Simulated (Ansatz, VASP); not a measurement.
TiCo2: VASP beside Ansatz

```
Ti Co
1.0
     0.00000    3.27632    3.27632
     3.27632    0.00000    3.27632
     3.27632    3.27632    0.00000
Ti Co
2 4
Direct
  0.50000 0.50000 0.50000
  0.75000 0.75000 0.75000
  0.12500 0.12500 0.12500
  0.62500 0.12500 0.12500
  0.12500 0.12500 0.62500
  0.12500 0.62500 0.12500
```

Alike in both runs: functional PBEsol; k mesh 6 × 6 × 6; occupations gaussian, width 0.1 eV; collinear spin.

Ansatz relaxed the structure, and its values are those at the end. VASP's run is a single point on that final structure, the one shown.

|  | VASP | Ansatz |
| --- | --- | --- |
| version | VASP 6.6.1 | Ansatz 0.2.0 |
| potentials or method | VASP PAW PBE potentials, release 64 (Ti_sv, Co), cutoff 520 eV | scalar-relativistic, plane waves, PAW |
| valence electrons in the cell | 60 | 92 |

```tsv
	VASP	Ansatz	Ansatz less VASP
gap on the k mesh at the Fermi level (eV)	none	none	-
pressure (GPa)	-0.6	0.1	+0.71
net moment per atom (μB)	0.02	0.04	+0.023
size of the moment on the site where the two differ most (μB)	0.03	0.08	+0.042
```

VASP's potentials were made for PBE, not for PBEsol. Site moments also hang on the region over which each program counts them. A gap of «none» marks a metal or a gap that the smearing closes. The functional is the same, so the differences come from potentials, cutoffs and numerics. VASP's potentials hold 60 valence electrons a cell and Ansatz's 92, so a difference there can come from the potentials and not from the codes. Ansatz's warnings: seeded moment not kept.
